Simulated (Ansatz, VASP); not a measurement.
**Li2HfN2 in VASP and in Ansatz**

Contents of INCAR:

```
SYSTEM = Li2HfN2
PREC     = Accurate       ! precision mode
ENCUT    = 520            ! plane-wave cutoff, eV
EDIFF    = 1E-7           ! SCF threshold, eV
ISMEAR   = 0              ! smearing method
SIGMA    = 0.05           ! smearing width, eV
LREAL    = .FALSE.        ! projectors in reciprocal space
LASPH    = .TRUE.         ! aspherical terms in the spheres
NELM     = 80             ! most SCF steps
ALGO     = Normal         ! electronic algorithm
ISIF     = 2              ! what is computed and relaxed
LWAVE    = .FALSE.        ! write WAVECAR
LCHARG   = .FALSE.        ! write CHGCAR
NBANDS   = 21             ! bands
```

File KPOINTS:

```
Automatic mesh
0
G
  9 9 6
  0 0 0
```

File POSCAR:

```
Li2HfN2
1.0
    3.2371209533      0.0000000000      0.0000000000
   -1.6185604767      2.8034289807      0.0000000000
    0.0000000000      0.0000000000      5.4235951800
Li Hf N
2 1 2
Direct
    0.6666666667      0.3333333333      0.3827885700
    0.3333333333      0.6666666667      0.6172114300
   -0.0926749431      0.0000000000      0.0000000000
    0.6666666667      0.3333333333      0.7793848600
    0.3333333333      0.6666666667      0.2206151400
```

Input for Ansatz:

```yaml
crystal:
  lattice:
    - [3.2371209533, 0.0, 0.0]
    - [-1.6185604767, 2.8034289807, 0.0]
    - [0.0, 0.0, 5.42359518]
  atoms:
    - { symbol: Li, position: [0.6666666667, 0.3333333333, 0.38278857] }
    - { symbol: Li, position: [0.3333333333, 0.6666666667, 0.61721143] }
    - { symbol: Hf, position: [-0.0926749431, 0.0, 0.0] }
    - { symbol: "N", position: [0.6666666667, 0.3333333333, 0.77938486] }
    - { symbol: "N", position: [0.3333333333, 0.6666666667, 0.22061514] }
basis:
  ecutwfc: 420
kpoints:
  mp_grid: { grid: [9, 9, 6] }
hamiltonian:
  xc: lda
scf:
  occupations: { method: gaussian, width: 0.05 }
output:
  forces: true
  stress: true
  eigenvalues: true
```

Alike in both runs: task single point; functional LDA; k mesh 9 × 9 × 6; occupations gaussian, width 0.05 eV; no spin polarisation.

|  | VASP | Ansatz |
| --- | --- | --- |
| version | VASP 6.6.1 | Ansatz 0.2.0 |
| potentials or method | VASP PAW LDA potentials, release 64 (Li_sv, Hf_pv, N), cutoff 520 eV | scalar-relativistic, plane waves, PAW |
| valence electrons in the cell | 26 | 42 |

VASP gave:

- gap on the k mesh at the Fermi level (eV): 2.65
- least direct gap on the mesh (eV): 3.15
- rms of the force components (eV/Å): 0.772

Question: Which values does Ansatz return?

Answer: gap on the k mesh at the Fermi level (eV): 2.61; least direct gap on the mesh (eV): 3.14; rms of the force components (eV/Å): 0.763.

LDA's correlation is that of Perdew and Zunger in VASP and of Perdew and Wang (1992) in Ansatz. Atom by atom the forces differ by 0.030 eV/Å (rms over components). VASP's potentials hold 26 valence electrons a cell and Ansatz's 42, so a difference there can come from the potentials and not from the codes.

Spin-orbit coupling is off throughout. Noted on VASP's run: the cutoff is short for stress, so the pressure is rough.
